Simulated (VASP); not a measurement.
# Ta (I4_1/amd) in VASP: notebook

Ta is run at these levels: PBE; tasks: relaxation of cell and atoms.

Everything below comes from runs of VASP 6.6.1. Logs are shortened: lines on timing, memory, paths and dates and some standing lists are left out, and cuts for length are marked.

## (1) The cell of the first run

The structure is tetragonal, space group I4_1/amd (No. 141). Conventional cell: a = 4.634 Å, b = 4.634 Å, c = 2.549 Å, α = 90.00°, β = 90.00°, γ = 90.00°. Within 3.2 Å of Ta (site symmetry -4m2) lie 10 Ta at 2.40 to 3.00 Å.

## (2) Relaxation of cell and atoms, PBE, target pressure 120 GPa, at which the enthalpy is minimised

File INCAR:

```
PREC     = Accurate       # precision mode
ENCUT    = 600            # plane-wave cutoff, eV
EDIFF    = 1E-7           # SCF threshold, eV
ISMEAR   = -1             # smearing method
SIGMA    = 0.1            # smearing width, eV
LREAL    = F              # projectors in reciprocal space
LASPH    = T              # aspherical terms in the spheres
NELM     = 80             # most SCF steps
ALGO     = Normal         # electronic algorithm
ISIF     = 3              # what is computed and relaxed
LWAVE    = F              # write WAVECAR
LCHARG   = F              # write CHGCAR
GGA      = PE             # functional
IBRION   = 2              # ionic algorithm
NSW      = 60             # ionic steps
EDIFFG   = -0.005         # ionic threshold
PSTRESS  = 1200.0
```

File KPOINTS:

```
Automatic mesh
0
Gamma
  17 17 17
```

File POSCAR:

```
Ta
1.0
   -2.3169902728      2.3169902728      1.2743446500
    2.3169902728     -2.3169902728      1.2743446500
    2.3169902728      2.3169902728     -1.2743446500
Ta
2
Direct
   -0.3750000000     -0.1250000000     -0.2500000000
    0.3750000000      0.1250000000      0.2500000000
```

Potentials or basis: VASP PAW PBE potentials, release 64 (Ta_pv).

Run with:

```bash
$ cat potpaw_PBE.64/Ta_pv/POTCAR > POTCAR
$ mpirun -np 1 vasp_std > vasp.out
```

OUTCAR:

```text
PREC = Accurate
   ENCUT = 600
   EDIFF = 1E-7
   ISMEAR = -1
   LREAL = F
   LASPH = T
   NELM = 80
   ISIF = 3
   GGA = PE
   IBRION = 2
   NSW = 60
   EDIFFG = -0.005
   PSTRESS = 1200.0

 ion  position               nearest neighbor table
   1  0.625  0.875  0.750-   2 2.40   2 2.40   2 2.40   2 2.40   2 3.00   2 3.00   2 3.00   2 3.00

   2  0.375  0.125  0.250-   1 2.40   1 2.40   1 2.40   1 2.40   1 3.00   1 3.00   1 3.00   1 3.00

  LATTYP: Found a body centered tetragonal cell.
 ALAT       =     4.6339805456
 C/A-ratio  =     0.5500000000

  Lattice vectors:

 A1 = (  -2.3169902728,   2.3169902728,   1.2743446500)
 A2 = (   2.3169902728,  -2.3169902728,   1.2743446500)
 A3 = (   2.3169902728,   2.3169902728,  -1.2743446500)

Analysis of symmetry for initial positions (statically):
=====================================================================
 Subroutine PRICEL returns:
 Original cell was already a primitive cell.

 Routine SETGRP: Setting up the symmetry group for a
 body centered tetragonal supercell.

 Subroutine GETGRP returns: Found 16 space group operations
 (whereof  4 operations were pure point group operations)
 out of a pool of 16 trial point group operations.

The static configuration has the point symmetry C_2h.
 The point group associated with its full space group is D_4h.

Analysis of symmetry for dynamics (positions and initial velocities):
=====================================================================
 Subroutine PRICEL returns:
 Original cell was already a primitive cell.

 Routine SETGRP: Setting up the symmetry group for a
 body centered tetragonal supercell.

 Subroutine GETGRP returns: Found 16 space group operations
 (whereof  4 operations were pure point group operations)
 out of a pool of 16 trial point group operations.

The dynamic configuration has the point symmetry C_2h.
 The point group associated with its full space group is D_4h.

 Subroutine INISYM returns: Found 16 space group operations
 (whereof  4 operations are pure point group operations),
 and found     1 'primitive' translations

----------------------------------------------------------------------------------------

                                     Primitive cell

  volume of cell :      27.3650

  direct lattice vectors                    reciprocal lattice vectors
    -2.316990273  2.316990273  1.274344650     0.000000000  0.215797194  0.392358535
     2.316990273 -2.316990273  1.274344650     0.215797194  0.000000000  0.392358535
     2.316990273  2.316990273 -1.274344650     0.215797194  0.215797194  0.000000000

  length of vectors
     3.515798933  3.515798933  3.515798933     0.447787504  0.447787504  0.305183319

  position of ions in fractional coordinates (direct lattice)
     0.625000000  0.875000000  0.750000000
     0.375000000  0.125000000  0.250000000

  ion indices of the primitive-cell ions
   primitive index   ion index
                 1           1
                 2           2

----------------------------------------------------------------------------------------

 KPOINTS: Automatic mesh

Automatic generation of k-mesh.
 Grid dimensions read from file:
 generate k-points for:   17   17   17

 Generating k-lattice:

  Cartesian coordinates                     Fractional coordinates (reciprocal lattice)
     0.000000000  0.012693953  0.023079914     0.058823529  0.000000000 -0.000000000
     0.012693953  0.000000000  0.023079914     0.000000000  0.058823529 -0.000000000
     0.012693953  0.012693953  0.000000000     0.000000000  0.000000000  0.058823529

  Length of vectors
     0.026340441  0.026340441  0.017951960

  Shift w.r.t. Gamma in fractional coordinates (k-lattice)
     0.000000000  0.000000000  0.000000000

 Subroutine IBZKPT returns following result:
 ===========================================

 Found    405 irreducible k-points:

 Following reciprocal coordinates:
            Coordinates               Weight
  0.000000  0.000000  0.000000      1.000000
  0.058824 -0.000000  0.000000      8.000000
  0.117647  0.000000 -0.000000      8.000000
  0.176471  0.000000  0.000000      8.000000
  0.235294  0.000000 -0.000000      8.000000
  0.294118 -0.000000  0.000000      8.000000
[... 16 lines left out ...]
 -0.176471  0.058824 -0.000000     16.000000
 -0.117647  0.058824 -0.000000     16.000000
 [... further k-points ...]
   k-points           NKPTS =    405   k-points in BZ     NKDIM =    405   number of bands    NBANDS=     15
   number of dos      NEDOS =    301   number of ions     NIONS =      2
   total plane-waves  NPLWV =  21952
   dimension x,y,z NGX =    28 NGY =   28 NGZ =   28
   dimension x,y,z NGXF=    56 NGYF=   56 NGZF=   56
   ions per type =               2
   NGX,Y,Z   is equivalent  to a cutoff of  13.24, 13.24, 13.24 a.u.
   NGXF,Y,Z  is equivalent  to a cutoff of  26.48, 26.48, 26.48 a.u.
 SYSTEM =  unknown system
   PREC   = accura    normal or accurate (medium, high low for compatibility)
   ISTART =      0    job   : 0-new  1-cont  2-samecut
   ICHARG =      2    charge: 1-file 2-atom 10-const
   ISPIN  =      1    spin polarized calculation?
   LNONCOLLINEAR =      F non collinear calculations
   LSORBIT =      F    spin-orbit coupling
   LASPH  =      T    aspherical Exc in radial PAW
   ENCUT  =  600.0 eV  44.10 Ry    6.64 a.u.   7.02  7.02  7.02*2*pi/ulx,y,z
   NELM   =     80;   NELMIN=  2; NELMDL= -5     # of ELM steps
   EDIFF  = 0.1E-06   stopping-criterion for ELM
   LREAL  =      F    real-space projection
   EDIFFG = -.5E-02   stopping-criterion for IOM
   NSW    =     60    number of steps for IOM
   IBRION =      2    ionic relax: 0-MD 1-quasi-New 2-CG
   NFREE  =      1    steps in history (QN), initial steepest desc. (CG)
   ISIF   =      3    stress and relaxation
   ISYM   =      2    0-nonsym 1-usesym 2-fastsym
   POTIM  = 0.5000    time-step for ionic-motion
   TEBEG  =    0.0;   TEEND  =   0.0 temperature during run
   PSTRESS= 1200.0 pullay stress
   NELECT =      22.0000    total number of electrons
   NUPDOWN=      -1.0000    fix difference up-down
   EMIN   =  10.00;   EMAX   =-10.00  energy-range for DOS
   EFERMI =   0.00;   METHOD = LEGACY
   ISMEAR =    -1;   SIGMA  =   0.10  broadening in eV -4-tet -1-fermi 0-gaus
   EFERMI_NEDOS =   21; number of points for ismear=-14 and -15
   IALGO  =     38    algorithm
   IMIX   =      4    mixing-type and parameters
     AMIX     =   0.40;   BMIX     =  1.00
     AMIX_MAG =   1.60;   BMIX_MAG =  1.00
  volume/ion in A,a.u.               =      13.68        92.33
  Fermi-wavevector in a.u.,A,eV,Ry     =   1.522243  2.876622 31.527739  2.317223
  Thomas-Fermi vector in A             =   2.630849
   LORBIT       =      0    0 simple, 1 ext, 2 COOP (PROOUT), +10 PAW based schemes
   GGA     = PE    functional components
   LHFCALC =     F    Hartree Fock is set to
   AEXX    =    0.0000 exact exchange contribution
   IVDW    =     0    specifies the selected vdW correction
   LEPSILON=     F    determine dielectric tensor
   LRPA    =     F    only Hartree local field effects (RPA)
 conjugate gradient relaxation of ions
 non-spin polarized calculation
  energy-cutoff  :      600.00
  volume of cell :       27.36
 maximum number of plane-waves:       941
   NGX = 15   NGY = 15   NGZ = 15

--------------------------------------- Ionic step        1  -------------------------------------------

 number of electron      22.0000002 magnetization

 Free energy of the ion-electron system (eV)
  ---------------------------------------------------
  ext. energy  EPLUGINS =         0.00000000
  ---------------------------------------------------
  free energy    TOTEN  =       -18.87047642 eV

  energy without entropy =      -18.81826376  energy(sigma->0) =      -18.84437009

------------------------ aborting loop because EDIFF is reached ----------------------------------------

  FORCE on cell =-STRESS in cart. coord.  units (eV):
  Direction    XX          YY          ZZ          XY          YZ          ZX
  --------------------------------------------------------------------------------------
  -------------------------------------------------------------------------------------
  Total       20.3387888     20.3387888     19.3741929      0.0000000      0.0000000      0.0000000
  in kB     1190.8041989   1190.8041989   1134.3286189      0.0000000      0.0000000      0.0000000
  external PRESSURE =     -28.0209945 kB  Pullay stress =    1200.0000000 kB
[... 289 lines left out ...]
  enthalpy is  TOTEN    =         1.6209165508 eV   P V=       20.3952283485

--------------------------------------- Ionic step        9  -------------------------------------------

 number of electron      22.0000001 magnetization

 Free energy of the ion-electron system (eV)
  ---------------------------------------------------
  ext. energy  EPLUGINS =         0.00000000
  ---------------------------------------------------
  free energy    TOTEN  =       -18.77525261 eV

  energy without entropy =      -18.72258143  energy(sigma->0) =      -18.74891702

 E-fermi :   8.6697     XC(G=0): -14.0477

 val. band max:        8.6645945875   @ k =  -0.2941  -0.4706   0.1176
 cond. band min:       8.6696949084   @ k =  -0.2941   0.0588  -0.0000
 fundamental gap:      0.0051003209
 Fermi energy:         8.6696669864

 k-point     1 :       0.0000    0.0000    0.0000
  band No.  band energies     occupation
      1     -26.7975      2.00000
      2     -26.7975      2.00000
      3     -24.0676      2.00000
      4     -24.0302      2.00000
      5     -23.9198      2.00000
      6     -23.9198      2.00000
      7      -0.6492      2.00000
      8       1.3152      2.00000
      9       4.6397      2.00000
     10       5.1770      2.00000
     11       6.5050      2.00000
     12      12.1364      0.00000
     13      12.1364      0.00000
     14      12.4465      0.00000
     15      12.4465      0.00000
[... 397 lines left out ...]
 k-point    24 :      -0.1176    0.0588   -0.0000
  band No.  band energies     occupation
      1     -26.7836      2.00000
      2     -26.6997      2.00000
      3     -24.2639      2.00000
      4     -24.1311      2.00000
      5     -23.9809      2.00000
      6     -23.8923      2.00000
      7      -0.2558      2.00000
      8       1.5791      2.00000
      9       4.8106      2.00000
     10       5.3633      2.00000
     11       6.5559      2.00000
     12      10.7911      0.00000
     13      11.0028      0.00000
     14      13.6035      0.00000
     15      13.6563      0.00000

 [... further k-points ...]
[... 5 lines left out ...]
  --------------------------------------------------------------------------------------
  -------------------------------------------------------------------------------------
  Total       20.4033675     20.4033675     20.3904276      0.0000000     -0.0000000      0.0000000
  in kB     1200.4234872   1200.4234872   1199.6621705      0.0000000     -0.0000000      0.0000000
  external PRESSURE =       0.1697150 kB  Pullay stress =    1200.0000000 kB
[... 17 lines left out ...]
  FREE ENERGIE OF THE ION-ELECTRON SYSTEM (eV)
  ---------------------------------------------------
  free  energy   TOTEN  =       -18.7752526114 eV

  energy  without entropy=      -18.7225814290  energy(sigma->0) =      -18.74891702

  enthalpy is  TOTEN    =         1.6209169707 eV   P V=       20.3961695821

 reached required accuracy - stopping structural energy minimisation
```

It took 9.8 min on 1 thread of Intel Xeon Platinum 8488C (Sapphire Rapids), shared host; peak memory 0.31 GiB.

What came out:

```
Free energy                                                : -18.7753 eV
Relaxed volume                                             : 13.62 Å³/atom
Relaxed cell                                               : a = 3.517 Å, b = 3.517 Å, c = 3.517 Å, α = 97.42°, β = 97.42°, γ = 137.88°
Space group after relaxing (to 0.1 Å)                      : I4_1/amd (No. 141)
Energy change on relaxing (the run minimises the enthalpy) : +47.6 meV/atom
Ionic steps                                                : 9
Pressure after relaxing                                    : 120.0 GPa
Band gap on the k mesh                                     : zero (bands 11 and 12 overlap by 1.95 eV)
```

The path:
```
step  energy change (eV)  largest force (eV/Å)  pressure (GPa)  volume (Å³)
   1              0.0000                0.0000          117.20        27.36
   2              0.7519                0.0000          138.09        26.42
   3              0.1415                0.0000          121.20        27.17
   4              0.0112                0.0000          117.80        27.35
   5              0.0910                0.0000          119.88        27.24
   6              0.0920                0.0000          119.92        27.24
   7              0.1061                0.0000          120.31        27.22
   8              0.0962                0.0000          120.06        27.23
   9              0.0952                0.0000          120.02        27.23
```

Final structure:
```
Ta
1.0
    -2.32097    2.32097    1.26381
     2.32097   -2.32097    1.26381
     2.32097    2.32097   -1.26381
Ta
2
Direct
  0.62500 0.87500 0.75000
  0.37500 0.12500 0.25000
```

Caveat: the cell is relaxed towards a set pressure, so the run minimises the enthalpy, not the energy; spin-orbit coupling is left out, which moves the levels of the heavy elements.

## (3) Relaxation of cell and atoms, PBE, target pressure 120 GPa, at which the enthalpy is minimised

This run uses another cell than the first one, of 13.57 Å³/atom.

File INCAR:

```
PREC = Accurate
ENCUT = 600
EDIFF = 1E-6
ISMEAR = -1
SIGMA = 0.1
LREAL = F
LASPH = T
NELM = 100
ALGO = Normal
ISIF = 3
LWAVE = F
LCHARG = F
GGA = PE
IBRION = 2
NSW = 32
EDIFFG = -0.005
PSTRESS = 1200.0
```

KPOINTS is that of step 2.

File POSCAR:

```
Ta
1.0
   -2.3175062373      2.3175062373      1.2629903851
    2.3175062373     -2.3175062373      1.2629903851
    2.3175062373      2.3175062373     -1.2629903851
Ta
2
Direct
   -0.3750000000     -0.1250000000     -0.2500000000
    0.3750000000      0.1250000000      0.2500000000
```

Potentials or basis: VASP PAW PBE potentials, release 64 (Ta_pv).

Run with:

```bash
$ cat potpaw_PBE.64/Ta_pv/POTCAR > POTCAR
$ mpirun -np 1 vasp_std > vasp.out
```

It took 17 min on 1 thread of Intel Xeon 8259CL, shared host; peak memory 0.32 GiB.

It converged, with:

* Free energy: -18.7751 eV
* Relaxed volume: 13.62 Å³/atom
* Relaxed cell: a = 3.517 Å, b = 3.517 Å, c = 3.517 Å, α = 97.42°, β = 97.42°, γ = 137.89°
* Space group after relaxing (to 0.1 Å): I4_1/amd (No. 141)
* Energy change on relaxing (the run minimises the enthalpy): -37.2 meV/atom
* Ionic steps: 8
* Pressure after relaxing: 120.0 GPa
* Band gap on the k mesh: zero (bands 11 and 12 overlap by 1.95 eV)

Step by step:
| step | energy change (eV) | largest force (eV/Å) | pressure (GPa) | volume (Å³) |
| --- | --- | --- | --- | --- |
| 1 | 0.0000 | 0.0000 | 122.13 | 27.13 |
| 2 | -0.5132 | 0.0000 | 107.86 | 27.85 |
| 3 | -0.0774 | 0.0000 | 119.92 | 27.24 |
| 4 | -0.0753 | 0.0000 | 119.92 | 27.23 |
| 5 | -0.0378 | 0.0000 | 121.02 | 27.18 |
| 6 | -0.0732 | 0.0000 | 120.16 | 27.23 |
| 7 | -0.0754 | 0.0000 | 120.00 | 27.23 |
| 8 | -0.0744 | 0.0000 | 120.02 | 27.23 |

Final structure:
```
Ta
1.0
    -2.32106    2.32106    1.26370
     2.32106   -2.32106    1.26370
     2.32106    2.32106   -1.26370
Ta
2
Direct
  0.62500 0.87500 0.75000
  0.37500 0.12500 0.25000
```

Levels at points of the mesh, in eV from the Fermi level:
| k point | band 9 | band 10 | band 11 | band 12 | band 13 | band 14 |
| --- | --- | --- | --- | --- | --- | --- |
| (0.00, 0.00, 0.00) | -4.03 | -3.49 | -2.17 | 3.47 | 3.47 | 3.78 |

Caveat: the cell is relaxed towards a set pressure, so the run minimises the enthalpy, not the energy; spin-orbit coupling is left out, which moves the levels of the heavy elements.
